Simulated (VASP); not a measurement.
# In2S in VASP: further runs

In2S is run at these levels: PBE; tasks: single point.

Everything below comes from runs of VASP 6.6.1. Logs are shortened: lines on timing, memory, paths and dates and some standing lists are left out, and cuts for length are marked.

**1. The cell of the first run**

The cell holds a sheet with vacuum, 3 atoms: a = 6.623 Å, b = 6.623 Å, c = 14.000 Å, α = 90.00°, β = 90.00°, γ = 120.00°.

**2. Single point, PBE**

INCAR

```
PREC = Accurate
ENCUT = 520
EDIFF = 1E-6
ISMEAR = 0
SIGMA = 0.1
LREAL = F
LASPH = T
NELM = 60
ALGO = Normal
ISIF = 2
LWAVE = F
LCHARG = F
LDIPOL = T
IDIPOL = 3
DIPOL = 0.5 0.5 0.500
GGA = PE
NBANDS = 23
```

KPOINTS

```
Automatic mesh
0
Gamma
  3 3 1
```

POSCAR

```
In2S
1.0
    6.6233300000      0.0000000000      0.0000000000
   -3.3116650000      5.7359720000      0.0000000000
    0.0000000000      0.0000000000     14.0000000000
In S
2 1
Direct
    0.3333333300      0.6666666700      0.5000000000
    0.6666666700      0.3333333300      0.5000000000
    0.0000000000      0.0000000000      0.5000000000
```

Potentials or basis: VASP PAW PBE potentials, release 64 (In_d, S).

Started as:

```sh
$ cat potpaw_PBE.64/In_d/POTCAR potpaw_PBE.64/S/POTCAR > POTCAR
$ mpirun -np 1 vasp_std > vasp.out
```

OUTCAR:

```text
PREC = Accurate
   ENCUT = 520
   EDIFF = 1E-6
   ISMEAR = 0
   LREAL = F
   LASPH = T
   NELM = 60
   ISIF = 2
   GGA = PE

 ion  position               nearest neighbor table
   1  0.333  0.667  0.500-   2 3.82   2 3.82   2 3.82
   2  0.667  0.333  0.500-   1 3.82   1 3.82   1 3.82
   3  0.000  0.000  0.500-

  LATTYP: Found a hexagonal cell.
 ALAT       =     6.6233300000
 C/A-ratio  =     2.1137403693

  Lattice vectors:

 A1 = (   6.6233300000,   0.0000000000,   0.0000000000)
 A2 = (  -3.3116650000,   5.7359720000,   0.0000000000)
 A3 = (   0.0000000000,   0.0000000000,  14.0000000000)

Analysis of symmetry for initial positions (statically):
=====================================================================
 Subroutine PRICEL returns:
 Original cell was already a primitive cell.

 Routine SETGRP: Setting up the symmetry group for a
 hexagonal supercell.

 Subroutine GETGRP returns: Found 24 space group operations
 (whereof 24 operations were pure point group operations)
 out of a pool of 24 trial point group operations.

The static configuration has the point symmetry D_6h.

Analysis of symmetry for dynamics (positions and initial velocities):
=====================================================================
 Subroutine PRICEL returns:
 Original cell was already a primitive cell.

 Routine SETGRP: Setting up the symmetry group for a
 hexagonal supercell.

 Subroutine GETGRP returns: Found 24 space group operations
 (whereof 24 operations were pure point group operations)
 out of a pool of 24 trial point group operations.

The dynamic configuration has the point symmetry D_6h.

 Subroutine INISYM returns: Found 24 space group operations
 (whereof 24 operations are pure point group operations),
 and found     1 'primitive' translations

----------------------------------------------------------------------------------------

                                     Primitive cell

  volume of cell :     531.8773

  direct lattice vectors                    reciprocal lattice vectors
     6.623330000  0.000000000  0.000000000     0.150981455  0.087169184  0.000000000
    -3.311665000  5.735972000  0.000000000     0.000000000  0.174338368  0.000000000
     0.000000000  0.000000000 14.000000000     0.000000000  0.000000000  0.071428571

  length of vectors
     6.623330000  6.623329967 14.000000000     0.174338368  0.174338368  0.071428571

  position of ions in fractional coordinates (direct lattice)
     0.333333330  0.666666670  0.500000000
     0.666666670  0.333333330  0.500000000
     0.000000000  0.000000000  0.500000000

  ion indices of the primitive-cell ions
   primitive index   ion index
                 1           1
                 2           2
                 3           3

----------------------------------------------------------------------------------------

 KPOINTS: Automatic mesh

Automatic generation of k-mesh.
 Grid dimensions read from file:
 generate k-points for:    3    3    1

 Generating k-lattice:

  Cartesian coordinates                     Fractional coordinates (reciprocal lattice)
     0.050327152  0.029056395  0.000000000     0.333333333  0.000000000  0.000000000
     0.000000000  0.058112789  0.000000000     0.000000000  0.333333333  0.000000000
     0.000000000  0.000000000  0.071428571     0.000000000  0.000000000  1.000000000

  Length of vectors
     0.058112789  0.058112789  0.071428571

  Shift w.r.t. Gamma in fractional coordinates (k-lattice)
     0.000000000  0.000000000  0.000000000

 Subroutine IBZKPT returns following result:
 ===========================================

 Found      3 irreducible k-points:

 Following reciprocal coordinates:
            Coordinates               Weight
  0.000000  0.000000  0.000000      1.000000
  0.333333  0.000000  0.000000      6.000000
  0.333333  0.333333  0.000000      2.000000
   k-points           NKPTS =      3   k-points in BZ     NKDIM =      3   number of bands    NBANDS=     23
   number of dos      NEDOS =    301   number of ions     NIONS =      3
   total plane-waves  NPLWV = 270000
   dimension x,y,z NGX =    50 NGY =   50 NGZ =  108
   dimension x,y,z NGXF=   100 NGYF=  100 NGZF=  216
   ions per type =               2   1
   NGX,Y,Z   is equivalent  to a cutoff of  12.55, 12.55, 12.82 a.u.
   NGXF,Y,Z  is equivalent  to a cutoff of  25.10, 25.10, 25.65 a.u.
 SYSTEM =  unknown system
   PREC   = accura    normal or accurate (medium, high low for compatibility)
   ISTART =      0    job   : 0-new  1-cont  2-samecut
   ICHARG =      2    charge: 1-file 2-atom 10-const
   ISPIN  =      1    spin polarized calculation?
   LNONCOLLINEAR =      F non collinear calculations
   LSORBIT =      F    spin-orbit coupling
   LASPH  =      T    aspherical Exc in radial PAW
   ENCUT  =  520.0 eV  38.22 Ry    6.18 a.u.  12.32 12.32 26.03*2*pi/ulx,y,z
   NELM   =     60;   NELMIN=  2; NELMDL= -5     # of ELM steps
   EDIFF  = 0.1E-05   stopping-criterion for ELM
   LREAL  =      F    real-space projection
   EDIFFG = 0.1E-04   stopping-criterion for IOM
   NSW    =      0    number of steps for IOM
   IBRION =     -1    ionic relax: 0-MD 1-quasi-New 2-CG
   NFREE  =      0    steps in history (QN), initial steepest desc. (CG)
   ISIF   =      2    stress and relaxation
   ISYM   =      2    0-nonsym 1-usesym 2-fastsym
   POTIM  = 0.5000    time-step for ionic-motion
   TEBEG  =    0.0;   TEEND  =   0.0 temperature during run
   PSTRESS=    0.0 pullay stress
   NELECT =      32.0000    total number of electrons
   NUPDOWN=      -1.0000    fix difference up-down
   EMIN   =  10.00;   EMAX   =-10.00  energy-range for DOS
   EFERMI =   0.00;   METHOD = LEGACY
   ISMEAR =     0;   SIGMA  =   0.10  broadening in eV -4-tet -1-fermi 0-gaus
   EFERMI_NEDOS =   21; number of points for ismear=-14 and -15
   IALGO  =     38    algorithm
   IMIX   =      4    mixing-type and parameters
     AMIX     =   0.40;   BMIX     =  1.00
     AMIX_MAG =   1.60;   BMIX_MAG =  1.00
  volume/ion in A,a.u.               =     177.29      1196.43
  Fermi-wavevector in a.u.,A,eV,Ry     =   0.641487  1.212234  5.598868  0.411505
  Thomas-Fermi vector in A             =   1.707842
   LORBIT       =      0    0 simple, 1 ext, 2 COOP (PROOUT), +10 PAW based schemes
   GGA     = PE    functional components
   LHFCALC =     F    Hartree Fock is set to
   AEXX    =    0.0000 exact exchange contribution
   IVDW    =     0    specifies the selected vdW correction
   LEPSILON=     F    determine dielectric tensor
   LRPA    =     F    only Hartree local field effects (RPA)
 non-spin polarized calculation
 Gauss-broadening in eV      SIGMA  =   0.10
  energy-cutoff  :      520.00
  volume of cell :      531.88
 maximum number of plane-waves:     14381
 NGX is ok and might be reduce to    50
   NGX = 25   NGY = 25   NGZ = 53

 dipolmoment           0.000000      0.000000     -0.000000 electrons x Angstroem

 number of electron      32.0000001 magnetization

 dipolmoment           0.000000      0.000000      0.000000 electrons x Angstroem

 Free energy of the ion-electron system (eV)
  ---------------------------------------------------
  ext. energy  EPLUGINS =         0.00000000
  ---------------------------------------------------
  free energy    TOTEN  =        -6.81929683 eV

  energy without entropy =       -6.81866453  energy(sigma->0) =       -6.81898068

 E-fermi :  -2.7099     XC(G=0):  -2.5921

 val. band max:       -2.9021403292   @ k =   0.3333   0.3333   0.0000
 cond. band min:      -2.5180179264   @ k =   0.3333   0.3333   0.0000
 fundamental gap:      0.3841224028
 Fermi energy:        -2.7099433929

 k-point     1 :       0.0000    0.0000    0.0000
  band No.  band energies     occupation
      1     -17.8444      2.00000
      2     -17.8143      2.00000
      3     -17.8143      2.00000
      4     -17.8084      2.00000
      5     -17.7952      2.00000
      6     -17.7952      2.00000
[... 15 lines left out ...]
     22       1.6017      0.00000
     23       1.6017      0.00000

 k-point     2 :       0.3333    0.0000    0.0000
  band No.  band energies     occupation
      1     -17.8387      2.00000
      2     -17.8198      2.00000
      3     -17.8154      2.00000
      4     -17.8110      2.00000
      5     -17.7986      2.00000
      6     -17.7942      2.00000
[... 15 lines left out ...]
     22       1.3817      0.00000
     23       1.4023      0.00000

 k-point     3 :       0.3333    0.3333    0.0000
  band No.  band energies     occupation
      1     -17.8303      2.00000
      2     -17.8303      2.00000
      3     -17.8164      2.00000
      4     -17.8048      2.00000
      5     -17.8048      2.00000
      6     -17.7932      2.00000
[... 15 lines left out ...]
     22       2.1318      0.00000
     23       2.3486      0.00000

------------------------ aborting loop because EDIFF is reached ----------------------------------------

 vacuum level on the upper side and lower side of the slab       (xc-potential included)        -0.139        -0.139

  FORCE on cell =-STRESS in cart. coord.  units (eV):
  Direction    XX          YY          ZZ          XY          YZ          ZX
  --------------------------------------------------------------------------------------
  -------------------------------------------------------------------------------------
  Total       -5.7921308     -5.7921308     -0.0257152      0.0000000      0.0000000      0.0000000
  in kB      -17.4476722    -17.4476720     -0.0774622      0.0000000      0.0000000      0.0000000
  external PRESSURE =     -11.6576021 kB  Pullay stress =       0.0000000 kB

 VOLUME and BASIS-vectors are now :
 -----------------------------------------------------------------------------
  energy-cutoff  :      520.00
  volume of cell :      531.88
      direct lattice vectors                 reciprocal lattice vectors
     6.623330000  0.000000000  0.000000000     0.150981455  0.087169184  0.000000000
    -3.311665000  5.735972000  0.000000000     0.000000000  0.174338368  0.000000000
     0.000000000  0.000000000 14.000000000     0.000000000  0.000000000  0.071428571

 POSITION                                       TOTAL-FORCE (eV/Angst)
 -----------------------------------------------------------------------------------
     -0.00000      3.82398      7.00000         0.000000     -0.000000      0.000000
      3.31167      1.91199      7.00000        -0.000000      0.000000     -0.000000
      0.00000      0.00000      7.00000        -0.000000      0.000000      0.000000
 -----------------------------------------------------------------------------------
    total drift:                                0.000000      0.000000      0.000000

  FREE ENERGIE OF THE ION-ELECTRON SYSTEM (eV)
  ---------------------------------------------------
  free  energy   TOTEN  =        -6.8192968271 eV

  energy  without entropy=       -6.8186645345  energy(sigma->0) =       -6.81898068

 vacuum level on the upper side and lower side of the slab         1.409         1.409
```

Run time: 1.7 min. Hardware: 1 thread of Intel Xeon 6975P-C, shared host; peak memory 0.58 GiB.

Results:

```yaml
Free_energy: -6.8193 eV
Band_gap_on_the_k_mesh: 0.38 eV, direct
```

Caveat: spin-orbit coupling is left out, which moves the levels of the heavy elements.

[end of part 1 of 2]
